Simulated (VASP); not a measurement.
Input of a VASP 6.6.1 run:

Contents of POSCAR:

```
BaZrO3
1.0
    4.0371407176      0.0000000000      0.0000000000
    0.0000000000      4.0371407176      0.0000000000
    0.0000000000      0.0000000000      4.0371407176
Ba Zr O
1 1 3
Direct
    0.0000000000      0.0000000000      0.0000000000
    0.5000000000      0.5000000000      0.5000000000
    0.5000000000      0.5000000000      0.0000000000
    0.5000000000      0.0000000000      0.5000000000
    0.0000000000      0.5000000000      0.5000000000
```

Contents of INCAR.step1:

```
SYSTEM = BaZrO3
PREC = Accurate
ENCUT = 520
EDIFF = 1E-5
ISMEAR = 0
SIGMA = 0.01
LREAL = .False.
LASPH = .True.
NELM = 80
ALGO = Normal
ISIF = 2
LWAVE = .True.
NBANDS = 28
GGA = PE
```

File INCAR.step2:

```
SYSTEM = BaZrO3
PREC = Accurate
ENCUT = 520
EDIFF = 1E-7
ISMEAR = 0
SIGMA = 0.01
LREAL = .False.
LASPH = .True.
NELM = 80
ALGO = Normal
ISIF = 2
LWAVE = .False.
LCHARG = .True.
GGA = PE
LHFCALC = .True.
HFSCREEN = 0.2079
PRECFOCK = Fast
LELF = .True.
LVHAR = .True.
NBANDS = 28
ISTART = 1
```

Contents of KPOINTS:

```
Automatic mesh
0
Gamma
  4 4 4
  0 0 0
```

Potentials or basis: VASP PAW PBE potentials, release 64 (Ba_sv, Zr_sv, O).

Run with:

```bash
$ cat potpaw_PBE.64/Ba_sv/POTCAR potpaw_PBE.64/Zr_sv/POTCAR potpaw_PBE.64/O/POTCAR > POTCAR
$ cp INCAR.step1 INCAR
$ mpirun -np 1 vasp_std > vasp.out
$ cp INCAR.step2 INCAR
$ mpirun -np 1 vasp_std > vasp.out
```

Problem. Predict the band gap on the k mesh.

Solution. 4.93 eV (least direct gap 5.07 eV).

Problem. Predict the pressure.

Solution. 25.5 GPa.

Caveat: the cell differs from its parent crystal (strain -4.0%); the cell stands under pressure; the PAW data sets were made with another functional, which shifts forces and pressure a little; spin-orbit coupling is left out, which moves the levels of the heavy elements. A k mesh can miss the band edges.
